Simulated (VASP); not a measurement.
# Pb (C2/m) in VASP: single point with PBE+D3(BJ)

Aim: the single point of Pb with PBE+D3(BJ).

Everything below comes from runs of VASP 6.6.1. Logs are shortened: lines on timing, memory, paths and dates and some standing lists are left out, and cuts for length are marked.

## Step 1: The cell of the first run

The typed cell holds 2 atoms: a = 3.613 Å, b = 3.613 Å, c = 7.249 Å, α = 120.01°, β = 120.01°, γ = 60.21°.

## Step 2: Single point, PBE+D3(BJ) (33.50 Å³/atom)

File INCAR:

```
SYSTEM = Pb
  ALGO = Fast
  EDIFF = 1E-6
  ENCUT = 520
  GGA = PE
  ISIF = 2
  ISMEAR = 0
  IVDW = 12
  LASPH = .TRUE.
  LCHARG = .FALSE.
  LREAL = .FALSE.
  LWAVE = .FALSE.
  NBANDS = 21
  NELM = 100
  PREC = Accurate
  SIGMA = 0.1
```

File KPOINTS:

```
k-points
0
G
  14 14 8
  0 0 0
```

File POSCAR:

```
Pb
1.0
    3.0837394920     -1.8120987312     -0.5099737948
    3.0837394920      1.8120987312     -0.5099737948
   -3.1698542213      0.0000000000      6.5194130987
Pb
2
Direct
    0.0000000000      0.0000000000      0.2500000000
    1.0000000000      1.0000000000      0.7500000000
```

Potentials or basis: VASP PAW PBE potentials, release 64 (Pb_d).

Run with:

```sh
$ cat potpaw_PBE.64/Pb_d/POTCAR > POTCAR
$ mpirun -np 1 vasp_std > vasp.out
```

OUTCAR:

```text
SYSTEM = Pb
   EDIFF = 1E-6
   ENCUT = 520
   GGA = PE
   ISIF = 2
   ISMEAR = 0
   IVDW = 12
   LASPH = .TRUE.
   LREAL = .FALSE.
   NELM = 100
   PREC = Accurate
 IVDW          = 12

 ion  position               nearest neighbor table
   1  0.000  0.000  0.250-   2 3.62   2 3.62   2 3.62   2 3.62   2 3.62   2 3.62
   2  0.000  0.000  0.750-   1 3.62   1 3.62   1 3.62   1 3.62   1 3.62   1 3.62

  Warning from LATTYP: Got some problem with cell dimensions!
  Tried to take original basis but could not verify dimensions!
  LATTYP: Found a base centered monoclinic cell.
 ALAT       =     6.2512470839
 B/A-ratio  =     0.5797559133
 C/A-ratio  =     1.0019401907
 COS(beta)  =    -0.3289229977

  Lattice vectors:

 A1 = (  -3.0837394920,   1.8120987312,   0.5099737948)
 A2 = (  -3.0837394920,  -1.8120987312,   0.5099737948)
 A3 = (   2.9976247627,   0.0000000000,   5.4994655091)

Analysis of symmetry for initial positions (statically):
=====================================================================
 Subroutine PRICEL returns following result:

  LATTYP: Found a base centered monoclinic cell.
 ALAT       =     6.2512470839
 B/A-ratio  =     0.5797559133
 C/A-ratio  =     0.5798193261
 COS(beta)  =    -0.5781446037

  Lattice vectors:

 A1 = (   3.0837394920,  -1.8120987312,  -0.5099737948)
 A2 = (   3.0837394920,   1.8120987312,  -0.5099737948)
 A3 = (  -1.5849271107,   0.0000000000,   3.2597065494)

   2 primitive cells build up your supercell.

 Routine SETGRP: Setting up the symmetry group for a
 base centered monoclinic supercell.

 Subroutine GETGRP returns: Found  4 space group operations
 (whereof  4 operations were pure point group operations)
 out of a pool of  4 trial point group operations.

The static configuration has the point symmetry C_2h.

Analysis of symmetry for dynamics (positions and initial velocities):
=====================================================================
 Subroutine PRICEL returns following result:

  LATTYP: Found a base centered monoclinic cell.
 ALAT       =     6.2512470839
 B/A-ratio  =     0.5797559133
 C/A-ratio  =     0.5798193261
 COS(beta)  =    -0.5781446037

  Lattice vectors:

 A1 = (   3.0837394920,  -1.8120987312,  -0.5099737948)
 A2 = (   3.0837394920,   1.8120987312,  -0.5099737948)
 A3 = (  -1.5849271107,   0.0000000000,   3.2597065494)

   2 primitive cells build up your supercell.

 Routine SETGRP: Setting up the symmetry group for a
 base centered monoclinic supercell.

 Subroutine GETGRP returns: Found  4 space group operations
 (whereof  4 operations were pure point group operations)
 out of a pool of  4 trial point group operations.

The dynamic configuration has the point symmetry C_2h.

 Subroutine INISYM returns: Found  4 space group operations
 (whereof  4 operations are pure point group operations),
 and found     2 'primitive' translations

----------------------------------------------------------------------------------------

                                     Primitive cell

  volume of cell :      33.5014

  direct lattice vectors                    reciprocal lattice vectors
     3.083739492 -1.812098731 -0.509973795     0.176318258 -0.275923156  0.085729063
     3.083739492  1.812098731 -0.509973795     0.176318258  0.275923156  0.085729063
    -1.584927111  0.000000000  3.259706549     0.055169194  0.000000000  0.333600321

  length of vectors
     3.612924624  3.612924624  3.624593872     0.338483660  0.338483660  0.338131356

  position of ions in fractional coordinates (direct lattice)
     0.000000000  0.000000000  0.500000000

  ion indices of the primitive-cell ions
   primitive index   ion index
                 1           1

----------------------------------------------------------------------------------------

 KPOINTS: k-points

Automatic generation of k-mesh.
 Grid dimensions read from file:
 generate k-points for:   14   14    8

 Generating k-lattice:

  Cartesian coordinates                     Fractional coordinates (reciprocal lattice)
     0.012594161 -0.019708797  0.006123504     0.071428571  0.000000000 -0.000000000
     0.012594161  0.019708797  0.006123504     0.000000000  0.071428571 -0.000000000
     0.003448075  0.000000000  0.020850020     0.000000000  0.000000000  0.125000000

  Length of vectors
     0.024177404  0.024177404  0.021133210

  Shift w.r.t. Gamma in fractional coordinates (k-lattice)
     0.000000000  0.000000000  0.000000000

 Subroutine IBZKPT returns following result:
 ===========================================

 Found    429 irreducible k-points:

 Following reciprocal coordinates:
            Coordinates               Weight
  0.000000  0.000000  0.000000      1.000000
  0.071429  0.000000  0.000000      4.000000
  0.142857  0.000000 -0.000000      4.000000
  0.214286  0.000000  0.000000      4.000000
  0.285714 -0.000000  0.000000      4.000000
  0.357143  0.000000  0.000000      4.000000
[... 16 lines left out ...]
  0.214286  0.142857 -0.000000      4.000000
  0.285714  0.142857 -0.000000      4.000000
 [... further k-points ...]
   k-points           NKPTS =    429   k-points in BZ     NKDIM =    429   number of bands    NBANDS=     21
   number of dos      NEDOS =    301   number of ions     NIONS =      2
   total plane-waves  NPLWV =  42336
   dimension x,y,z NGX =    28 NGY =   28 NGZ =   54
   dimension x,y,z NGXF=    56 NGYF=   56 NGZF=  108
   ions per type =               2
   NGX,Y,Z   is equivalent  to a cutoff of  12.88, 12.88, 12.38 a.u.
   NGXF,Y,Z  is equivalent  to a cutoff of  25.77, 25.77, 24.77 a.u.
 SYSTEM =  Pb
   PREC   = accura    normal or accurate (medium, high low for compatibility)
   ISTART =      0    job   : 0-new  1-cont  2-samecut
   ICHARG =      2    charge: 1-file 2-atom 10-const
   ISPIN  =      1    spin polarized calculation?
   LNONCOLLINEAR =      F non collinear calculations
   LSORBIT =      F    spin-orbit coupling
   LASPH  =      T    aspherical Exc in radial PAW
   ENCUT  =  520.0 eV  38.22 Ry    6.18 a.u.   6.72  6.72 13.48*2*pi/ulx,y,z
   NELM   =    100;   NELMIN=  2; NELMDL= -5     # of ELM steps
   EDIFF  = 0.1E-05   stopping-criterion for ELM
   LREAL  =      F    real-space projection
[... 7 lines left out ...]
   TEBEG  =    0.0;   TEEND  =   0.0 temperature during run
   PSTRESS=    0.0 pullay stress
   NELECT =      28.0000    total number of electrons
   NUPDOWN=      -1.0000    fix difference up-down
   EMIN   =  10.00;   EMAX   =-10.00  energy-range for DOS
   EFERMI =   0.00;   METHOD = LEGACY
   ISMEAR =     0;   SIGMA  =   0.10  broadening in eV -4-tet -1-fermi 0-gaus
   EFERMI_NEDOS =   21; number of points for ismear=-14 and -15
   IALGO  =     68    algorithm
   IMIX   =      4    mixing-type and parameters
     AMIX     =   0.40;   BMIX     =  1.00
     AMIX_MAG =   1.60;   BMIX_MAG =  1.00
  volume/ion in A,a.u.               =      33.50       226.08
  Fermi-wavevector in a.u.,A,eV,Ry     =   1.223949  2.312927 20.382207  1.498050
  Thomas-Fermi vector in A             =   2.359041
   LORBIT       =      0    0 simple, 1 ext, 2 COOP (PROOUT), +10 PAW based schemes
   GGA     = PE    functional components
   LHFCALC =     F    Hartree Fock is set to
   AEXX    =    0.0000 exact exchange contribution
   IVDW    =    12    specifies the selected vdW correction
   LEPSILON=     F    determine dielectric tensor
   LRPA    =     F    only Hartree local field effects (RPA)
 non-spin polarized calculation
 RMM-DIIS sequential band-by-band and
 Gauss-broadening in eV      SIGMA  =   0.10
  energy-cutoff  :      520.00
  volume of cell :       67.00
 maximum number of plane-waves:      1828
   NGX = 13   NGY = 13   NGZ = 27

 number of electron      27.9999996 magnetization

 Free energy of the ion-electron system (eV)
  ---------------------------------------------------
  ext. energy  EPLUGINS =         0.00000000
  ---------------------------------------------------
  free energy    TOTEN  =        -7.11960021 eV

  energy without entropy =       -7.11464645  energy(sigma->0) =       -7.11712333

 E-fermi :   6.2353     XC(G=0):  -9.7160

 val. band max:        6.2316105325   @ k =   0.3571   0.0000   0.5000
 cond. band min:       6.2367316831   @ k =   0.5000   0.2857   0.1250
 fundamental gap:      0.0051211505
 Fermi energy:         6.2353210156

 k-point     1 :       0.0000    0.0000    0.0000
  band No.  band energies     occupation
      1     -10.8129      2.00000
      2     -10.8037      2.00000
      3     -10.8026      2.00000
      4     -10.7995      2.00000
      5     -10.7960      2.00000
      6     -10.7906      2.00000
[... 13 lines left out ...]
     20      15.3842      0.00000
     21      15.9038      0.00000

 k-point     2 :       0.0714    0.0000    0.0000
  band No.  band energies     occupation
      1     -10.8093      2.00000
      2     -10.8016      2.00000
      3     -10.7982      2.00000
      4     -10.7948      2.00000
      5     -10.7941      2.00000
      6     -10.7819      2.00000
[... 13 lines left out ...]
     20      15.5736      0.00000
     21      15.6674      0.00000

 k-point     3 :       0.1429    0.0000   -0.0000
  band No.  band energies     occupation
      1     -10.8175      2.00000
      2     -10.8013      2.00000
      3     -10.7857      2.00000
      4     -10.7825      2.00000
      5     -10.7759      2.00000
      6     -10.7552      2.00000
[... 13 lines left out ...]
     20      15.1466      0.00000
     21      17.1943      0.00000
[... 457 lines left out ...]
 k-point    23 :       0.2143    0.1429   -0.0000
  band No.  band energies     occupation
      1     -10.8286      2.00000
      2     -10.7914      2.00000
      3     -10.7871      2.00000
      4     -10.7483      2.00000
      5     -10.7448      2.00000
      6     -10.7312      2.00000
[... 13 lines left out ...]
     20      14.6470      0.00000
     21      15.5715      0.00000

 k-point    24 :       0.2857    0.1429   -0.0000
  band No.  band energies     occupation
      1     -10.8286      2.00000
      2     -10.8112      2.00000
      3     -10.7812      2.00000
      4     -10.7566      2.00000
      5     -10.7396      2.00000
      6     -10.7182      2.00000
[... 13 lines left out ...]
     20      14.8405      0.00000
     21      15.7916      0.00000

 [... further k-points ...]

------------------------ aborting loop because EDIFF is reached ----------------------------------------

 Edisp (eV)   -0.74111

 E8    (eV) :    -0.3759

  FORCE on cell =-STRESS in cart. coord.  units (eV):
  Direction    XX          YY          ZZ          XY          YZ          ZX
  --------------------------------------------------------------------------------------
  -------------------------------------------------------------------------------------
  Total      -1.42449    -1.42329    -1.38814     0.00000     0.00000    -0.00062
  in kB     -34.06263   -34.03390   -33.19342     0.00000     0.00000    -0.01486
  external pressure =      -33.76 kB  Pullay stress =        0.00 kB

 VOLUME and BASIS-vectors are now :
 -----------------------------------------------------------------------------
  energy-cutoff  :      520.00
  volume of cell :       67.00
      direct lattice vectors                 reciprocal lattice vectors
     3.083739492 -1.812098731 -0.509973795     0.176318258 -0.275923156  0.085729063
     3.083739492  1.812098731 -0.509973795     0.176318258  0.275923156  0.085729063
    -3.169854221  0.000000000  6.519413099     0.027584597  0.000000000  0.166800160

 POSITION                                       TOTAL-FORCE (eV/Angst)
 -----------------------------------------------------------------------------------
     -0.79246      0.00000      1.62985         0.000000     -0.000000     -0.000000
     -2.37739      0.00000      4.88956        -0.000000      0.000000      0.000000
 -----------------------------------------------------------------------------------
    total drift:                               -0.000000     -0.000000      0.000000

  FREE ENERGIE OF THE ION-ELECTRON SYSTEM (eV)
  ---------------------------------------------------
  free  energy   TOTEN  =        -7.8607069667 eV

  energy  without entropy=       -7.8557531983  energy(sigma->0) =       -7.85823008
```

It took 16 min on 1 thread of Oxide Virtual Turin-like, shared host; peak memory 0.54 GiB.

Results:

```
Free energy                : -7.8607 eV
Pressure                   : -3.4 GPa
Band gap on the k mesh     : zero (bands 14 and 15 overlap by 6.42 eV)
Dispersion energy per atom : -0.371 eV
```

Stress tensor (GPa, compression positive):
```
-3.41  0.00  0.00
 0.00 -3.40  0.00
 0.00  0.00 -3.32
```

Caveat: the cell stands under tension; spin-orbit coupling is left out, which moves the levels of the heavy elements.
